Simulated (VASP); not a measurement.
# Na16AsS7 (a cell with a defect) in VASP: single point with PBE

Aim: the single point of Na16AsS7 (a cell with a defect) with PBE.

All numbers are computed with VASP 6.6.1; they aren't measurements. Logs are shortened: lines on timing, memory, paths and dates and some standing lists are left out, and cuts for length are marked.

## Step 1: The cell of the first run

The cell holds a defect, 24 atoms: a = 9.190 Å, b = 9.190 Å, c = 9.190 Å, α = 60.00°, β = 60.00°, γ = 60.00°.

## Step 2: Single point, PBE, collinear spin, ferromagnetic start

Contents of INCAR:

```
  ALGO = Normal
  EDIFF = 1E-7
  ENCUT = 520
  GGA = PE
  ISIF = 2
  ISMEAR = -1
  ISPIN = 2
  LASPH = T
  LCHARG = F
  LORBIT = 11
  LREAL = Auto
  LWAVE = F
  MAGMOM = 0 0 0 0 0 0 0 0 0 0 0 0 0 0 0 0 1 0 0 0 0 0 0 0
  NBANDS = 102
  NELM = 150
  PREC = Accurate
  SIGMA = 0.01
```

Contents of KPOINTS:

```
k-points
0
Gamma
  3 3 3
```

Contents of POSCAR:

```
Na16AsS7
1.0
    0.0000000000      6.4983089786      6.4983089786
    6.4983089786      0.0000000000      6.4983089786
    6.4983089786      6.4983089786      0.0000000000
Na As S
16 1 7
Direct
    0.1284277398      0.1284277398      0.1284277398
    0.1284277398      0.1284277398      0.6147167807
    0.1284277398      0.6147167807      0.1284277398
    0.1273632017      0.6242122661      0.6242122661
    0.6147167807      0.1284277398      0.1284277398
    0.6242122661      0.1273632017      0.6242122661
    0.6242122661      0.6242122661      0.1273632017
    0.6242122661      0.6242122661      0.6242122661
    0.3757877339      0.3757877339      0.3757877339
    0.3757877339      0.3757877339      0.8726367983
    0.3757877339      0.8726367983      0.3757877339
    0.3852832193      0.8715722602      0.8715722602
    0.8726367983      0.3757877339      0.3757877339
    0.8715722602      0.3852832193      0.8715722602
    0.8715722602      0.8715722602      0.3852832193
    0.8715722602      0.8715722602      0.8715722602
    0.0000000000      0.0000000000      0.0000000000
    0.0000000000      0.0000000000      0.5000000000
    0.0000000000      0.5000000000      0.0000000000
    0.0000000000      0.5000000000      0.5000000000
    0.5000000000      0.0000000000      0.0000000000
    0.5000000000      0.0000000000      0.5000000000
    0.5000000000      0.5000000000      0.0000000000
    0.5000000000      0.5000000000      0.5000000000
```

Potentials or basis: VASP PAW PBE potentials, release 64 (Na_pv, As, S).

The run is started by

```
$ cat potpaw_PBE.64/Na_pv/POTCAR potpaw_PBE.64/As/POTCAR potpaw_PBE.64/S/POTCAR > POTCAR
$ mpirun -np 1 vasp_std > vasp.out
```

OUTCAR:

```text
EDIFF = 1E-7
   ENCUT = 520
   GGA = PE
   ISIF = 2
   ISMEAR = -1
   ISPIN = 2
   LASPH = T
   LORBIT = 11
   LREAL = Auto
   NELM = 150
   PREC = Accurate

 ion  position               nearest neighbor table
   1  0.128  0.128  0.128-  18 2.79  19 2.79  21 2.79
   2  0.128  0.128  0.615-  20 2.79  22 2.79  18 2.79
   3  0.128  0.615  0.128-  20 2.79  23 2.79  19 2.79
   4  0.127  0.624  0.624-
   5  0.615  0.128  0.128-  22 2.79  23 2.79  21 2.79
   6  0.624  0.127  0.624-
   7  0.624  0.624  0.127-
   8  0.624  0.624  0.624-
   9  0.376  0.376  0.376-
  10  0.376  0.376  0.873-
  11  0.376  0.873  0.376-
  12  0.385  0.872  0.872-  22 2.79  23 2.79  21 2.79
  13  0.873  0.376  0.376-
  14  0.872  0.385  0.872-  20 2.79  23 2.79  19 2.79
  15  0.872  0.872  0.385-  20 2.79  22 2.79  18 2.79
  16  0.872  0.872  0.872-  18 2.79  19 2.79  21 2.79
  17  0.000  0.000  0.000-
  18  0.000  0.000  0.500-   1 2.79  16 2.79  15 2.79   2 2.79
  19  0.000  0.500  0.000-   1 2.79  16 2.79  14 2.79   3 2.79
  20  0.000  0.500  0.500-   2 2.79   3 2.79  14 2.79  15 2.79
  21  0.500  0.000  0.000-   1 2.79  16 2.79  12 2.79   5 2.79
  22  0.500  0.000  0.500-   2 2.79   5 2.79  12 2.79  15 2.79
  23  0.500  0.500  0.000-   3 2.79   5 2.79  12 2.79  14 2.79
  24  0.500  0.500  0.500-

  LATTYP: Found a face centered cubic cell.
 ALAT       =    12.9966179572

  Lattice vectors:

 A1 = (   0.0000000000,   6.4983089786,   6.4983089786)
 A2 = (   6.4983089786,   0.0000000000,   6.4983089786)
 A3 = (   6.4983089786,   6.4983089786,   0.0000000000)

Analysis of symmetry for initial positions (statically):
=====================================================================
 Subroutine PRICEL returns:
 Original cell was already a primitive cell.

 Routine SETGRP: Setting up the symmetry group for a
 face centered cubic supercell.

 Subroutine GETGRP returns: Found 48 space group operations
 (whereof 48 operations were pure point group operations)
 out of a pool of 48 trial point group operations.

The static configuration has the point symmetry O_h .

Analysis of symmetry for dynamics (positions and initial velocities):
=====================================================================
 Subroutine PRICEL returns:
 Original cell was already a primitive cell.

 Routine SETGRP: Setting up the symmetry group for a
 face centered cubic supercell.

 Subroutine GETGRP returns: Found 48 space group operations
 (whereof 48 operations were pure point group operations)
 out of a pool of 48 trial point group operations.

The dynamic configuration has the point symmetry O_h .

Analysis of structural, dynamic, and magnetic symmetry:
=====================================================================
 Subroutine PRICEL returns:
 Original cell was already a primitive cell.

 Routine SETGRP: Setting up the symmetry group for a
 face centered cubic supercell.

 Subroutine GETGRP returns: Found 48 space group operations
 (whereof 48 operations were pure point group operations)
 out of a pool of 48 trial point group operations.

The overall configuration has the point symmetry O_h .

 Subroutine INISYM returns: Found 48 space group operations
 (whereof 48 operations are pure point group operations),
 and found     1 'primitive' translations

----------------------------------------------------------------------------------------

                                     Primitive cell

  volume of cell :     548.8214

  direct lattice vectors                    reciprocal lattice vectors
     0.000000000  6.498308979  6.498308979    -0.076943094  0.076943094  0.076943094
     6.498308979  0.000000000  6.498308979     0.076943094 -0.076943094  0.076943094
     6.498308979  6.498308979  0.000000000     0.076943094  0.076943094 -0.076943094

  length of vectors
     9.189996690  9.189996690  9.189996690     0.133269348  0.133269348  0.133269348

  position of ions in fractional coordinates (direct lattice)
[... 82 lines left out ...]
  0.333333  0.333333  0.000000      6.000000
 -0.333333  0.333333  0.000000     12.000000
   k-points           NKPTS =      4   k-points in BZ     NKDIM =      4   number of bands    NBANDS=    102
   number of dos      NEDOS =    301   number of ions     NIONS =     24
   total plane-waves  NPLWV = 343000
   dimension x,y,z NGX =    70 NGY =   70 NGZ =   70
   dimension x,y,z NGXF=   140 NGYF=  140 NGZF=  140
   ions per type =              16   1   7
   NGX,Y,Z   is equivalent  to a cutoff of  12.66, 12.66, 12.66 a.u.
   NGXF,Y,Z  is equivalent  to a cutoff of  25.33, 25.33, 25.33 a.u.
 SYSTEM =  unknown system
   PREC   = accura    normal or accurate (medium, high low for compatibility)
   ISTART =      0    job   : 0-new  1-cont  2-samecut
   ICHARG =      2    charge: 1-file 2-atom 10-const
   ISPIN  =      2    spin polarized calculation?
   LNONCOLLINEAR =      F non collinear calculations
   LSORBIT =      F    spin-orbit coupling
   LASPH  =      T    aspherical Exc in radial PAW
   ENCUT  =  520.0 eV  38.22 Ry    6.18 a.u.  17.09 17.09 17.09*2*pi/ulx,y,z
   NELM   =    150;   NELMIN=  2; NELMDL= -5     # of ELM steps
   EDIFF  = 0.1E-06   stopping-criterion for ELM
   LREAL  =      T    real-space projection
   EDIFFG = 0.1E-05   stopping-criterion for IOM
   NSW    =      0    number of steps for IOM
   IBRION =     -1    ionic relax: 0-MD 1-quasi-New 2-CG
   NFREE  =      0    steps in history (QN), initial steepest desc. (CG)
   ISIF   =      2    stress and relaxation
   ISYM   =      2    0-nonsym 1-usesym 2-fastsym
   POTIM  = 0.5000    time-step for ionic-motion
   TEBEG  =    0.0;   TEEND  =   0.0 temperature during run
   PSTRESS=    0.0 pullay stress
   NELECT =     159.0000    total number of electrons
   NUPDOWN=      -1.0000    fix difference up-down
   EMIN   =  10.00;   EMAX   =-10.00  energy-range for DOS
   EFERMI =   0.00;   METHOD = LEGACY
   ISMEAR =    -1;   SIGMA  =   0.01  broadening in eV -4-tet -1-fermi 0-gaus
   EFERMI_NEDOS =   21; number of points for ismear=-14 and -15
   IALGO  =     38    algorithm
   IMIX   =      4    mixing-type and parameters
     AMIX     =   0.40;   BMIX     =  1.00
     AMIX_MAG =   1.60;   BMIX_MAG =  1.00
  volume/ion in A,a.u.               =      22.87       154.32
  Fermi-wavevector in a.u.,A,eV,Ry     =   1.083254  2.047053 15.965601  1.173439
  Thomas-Fermi vector in A             =   2.219315
   LORBIT       =     11    0 simple, 1 ext, 2 COOP (PROOUT), +10 PAW based schemes
   GGA     = PE    functional components
   LHFCALC =     F    Hartree Fock is set to
   AEXX    =    0.0000 exact exchange contribution
   IVDW    =     0    specifies the selected vdW correction
   LEPSILON=     F    determine dielectric tensor
   LRPA    =     F    only Hartree local field effects (RPA)
 spin polarized calculation
  energy-cutoff  :      520.00
  volume of cell :      548.82
 maximum number of plane-waves:     14809
 NGX is ok and might be reduce to    70
   NGX = 35   NGY = 35   NGZ = 35

 number of electron     159.0000039 magnetization       1.0000000

 Free energy of the ion-electron system (eV)
  ---------------------------------------------------
  ext. energy  EPLUGINS =         0.00000000
  ---------------------------------------------------
  free energy    TOTEN  =       -77.13067773 eV

  energy without entropy =      -77.12501135  energy(sigma->0) =      -77.12784454

 E-fermi :   1.2280     XC(G=0):  -7.9516

 val. band max:        1.2237996559   @ k =  -0.3333   0.3333   0.0000
 cond. band min:       1.2908585176   @ k =   0.3333   0.0000   0.0000
 fundamental gap:      0.0670588617
 Fermi energy:         1.2279630148

 spin component 1

 k-point     1 :       0.0000    0.0000    0.0000
  band No.  band energies     occupation
      1     -22.0224      1.00000
      2     -22.0149      1.00000
      3     -22.0149      1.00000
      4     -22.0081      1.00000
      5     -22.0081      1.00000
      6     -22.0081      1.00000
[... 365 lines left out ...]
     90       6.5874      0.00000
     91       6.7024      0.00000
 Fermi energy:         1.2279630148

 spin component 2

 k-point     1 :       0.0000    0.0000    0.0000
  band No.  band energies     occupation
      1     -22.0224      1.00000
      2     -22.0150      1.00000
      3     -22.0150      1.00000
      4     -22.0081      1.00000
      5     -22.0081      1.00000
      6     -22.0081      1.00000
[... 365 lines left out ...]
     90       6.6110      0.00000
     91       6.7461      0.00000
 [bands above 91 left out]

------------------------ aborting loop because EDIFF is reached ----------------------------------------

  FORCE on cell =-STRESS in cart. coord.  units (eV):
  Direction    XX          YY          ZZ          XY          YZ          ZX
  --------------------------------------------------------------------------------------
  -------------------------------------------------------------------------------------
  Total        6.1643038      6.1643038      6.1643038     -0.0000000     -0.0000000     -0.0000000
  in kB       17.9954848     17.9954848     17.9954848     -0.0000000     -0.0000000     -0.0000000
  external PRESSURE =      17.9954848 kB  Pullay stress =       0.0000000 kB

 VOLUME and BASIS-vectors are now :
 -----------------------------------------------------------------------------
  energy-cutoff  :      520.00
  volume of cell :      548.82
      direct lattice vectors                 reciprocal lattice vectors
     0.000000000  6.498308979  6.498308979    -0.076943094  0.076943094  0.076943094
     6.498308979  0.000000000  6.498308979     0.076943094 -0.076943094  0.076943094
     6.498308979  6.498308979  0.000000000     0.076943094  0.076943094 -0.076943094

 POSITION                                       TOTAL-FORCE (eV/Angst)
 -----------------------------------------------------------------------------------
      1.66913      1.66913      1.66913         0.005929      0.005929      0.005929
      4.82918      4.82918      1.66913        -0.005929     -0.005929      0.005929
      4.82918      1.66913      4.82918        -0.005929      0.005929     -0.005929
      8.11265      4.88397      4.88397         0.001247     -0.001247     -0.001247
      1.66913      4.82918      4.82918         0.005929     -0.005929     -0.005929
      4.88397      8.11265      4.88397        -0.001247      0.001247     -0.001247
[... 16 lines left out ...]
      3.24915      3.24915      6.49831         0.000000      0.000000      0.000000
      6.49831      6.49831      6.49831         0.000000      0.000000      0.000000
 -----------------------------------------------------------------------------------
    total drift:                                0.000000      0.000000      0.000000

  FREE ENERGIE OF THE ION-ELECTRON SYSTEM (eV)
  ---------------------------------------------------
  free  energy   TOTEN  =       -77.1306777328 eV

  energy  without entropy=      -77.1250113526  energy(sigma->0) =      -77.12784454

 total charge

# of ion       s       p       d       tot
------------------------------------------
    1        0.075   5.992   0.000   6.067
    2        0.075   5.992   0.000   6.067
    3        0.075   5.992   0.000   6.067
    4        0.068   5.989   0.000   6.058
    5        0.075   5.992   0.000   6.067
    6        0.068   5.989   0.000   6.058
[... 16 lines left out ...]
   23        1.312   2.438   0.000   3.750
   24        1.310   2.447   0.000   3.756
--------------------------------------------------
tot         11.550 114.480   0.001 126.031

 magnetization (x)

# of ion       s       p       d       tot
------------------------------------------
    1       -0.000   0.002   0.000   0.002
    2       -0.000   0.002   0.000   0.002
    3       -0.000   0.002   0.000   0.002
    4       -0.000  -0.000   0.000  -0.000
    5       -0.000   0.002   0.000   0.002
    6       -0.000  -0.000   0.000  -0.000
[... 16 lines left out ...]
   23        0.000   0.018   0.000   0.019
   24       -0.000  -0.000   0.000  -0.000
--------------------------------------------------
tot          0.003   0.445   0.000   0.448
```

Wall time 11 min (1 thread of AMD EPYC 9R45 (Zen 5), shared host); peak memory 1.1 GiB.

Results:

* Free energy: -77.1307 eV
* Pressure: 1.8 GPa
* Largest force: 0.010 eV/Å
* Band gap on the k mesh: zero (filled and empty bands overlap)
* Net moment: 1.00 μB per cell
* Site moments: Na +0.00, -0.00; As +0.32; S +0.02, -0.00 μB
* Valence electrons inside the program's atomic spheres: Na 6.07, 6.06; As 2.78; S 3.75, 3.76

Forces on the atoms (eV/Å):
```
Na   0.006  0.006  0.006
Na  -0.006 -0.006  0.006
Na  -0.006  0.006 -0.006
Na   0.001 -0.001 -0.001
Na   0.006 -0.006 -0.006
Na  -0.001  0.001 -0.001
Na  -0.001 -0.001  0.001
Na   0.001  0.001  0.001
Na  -0.001 -0.001 -0.001
Na   0.001  0.001 -0.001
Na   0.001 -0.001  0.001
Na  -0.006  0.006  0.006
Na  -0.001  0.001  0.001
Na   0.006 -0.006  0.006
Na   0.006  0.006 -0.006
Na  -0.006 -0.006 -0.006
As   0.000  0.000  0.000
S    0.000  0.000  0.000
S    0.000  0.000  0.000
S    0.000  0.000  0.000
S    0.000  0.000  0.000
S    0.000  0.000  0.000
S    0.000  0.000  0.000
S    0.000  0.000  0.000
```
